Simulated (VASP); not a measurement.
Crystal: Ge2Rh.

```xyz
3
Lattice="4.4994 0.0000 0.0000 -2.2497 3.8966 0.0000 0.0000 0.0000 2.8211" Properties=species:S:1:pos:R:3 pbc="T T T"
Ge    0.0000    2.5977    1.4106
Ge    2.2497    1.2989    1.4106
Rh    0.0000    0.0000    0.0000
```

```yaml
Program: VASP 6.6.1
Task: relaxation of cell and atoms
Functional: PBE
Potentials_or_basis: VASP PAW PBE potentials, release 64 (Ge_d, Rh_pv)
Cutoff: 600 eV
k_mesh: 12 × 12 × 16
Occupations: gaussian, width 0.1 eV
Spin: no spin polarisation
```

At the start: pressure -0.9 GPa; volume 16.49 Å³/atom.

**Question.** How do energy, volume and symmetry change on relaxing?

**Answer.** Over 7 steps the energy falls by 2.5 meV/atom and the volume is 16.34 Å³/atom (-0.9 %); space group P6/mmm (No. 191, to 0.05 Å).

Step by step:
```
step  energy change (eV)  largest force (eV/Å)  pressure (GPa)  volume (Å³)
   1              0.0000                0.0000           -0.85        49.46
   2             -0.0058                0.0000            0.48        48.83
   3             -0.0059                0.0000            0.78        48.71
   4             -0.0073                0.0000           -0.06        49.03
   5             -0.0074                0.0000            0.11        48.98
   6             -0.0074                0.0000            0.07        48.99
   7             -0.0074                0.0000            0.01        49.03
```

Final structure:
```yaml
crystal:
  lattice:
    - [4.52181, 0.00000, 0.00000]
    - [-2.26090, 3.91600, 0.00000]
    - [0.00000, 0.00000, 2.76886]
  atoms:
    - { symbol: Ge, position: [0.33333, 0.66667, 0.50000] }
    - { symbol: Ge, position: [0.66667, 0.33333, 0.50000] }
    - { symbol: Rh, position: [0.00000, 0.00000, 0.00000] }
```
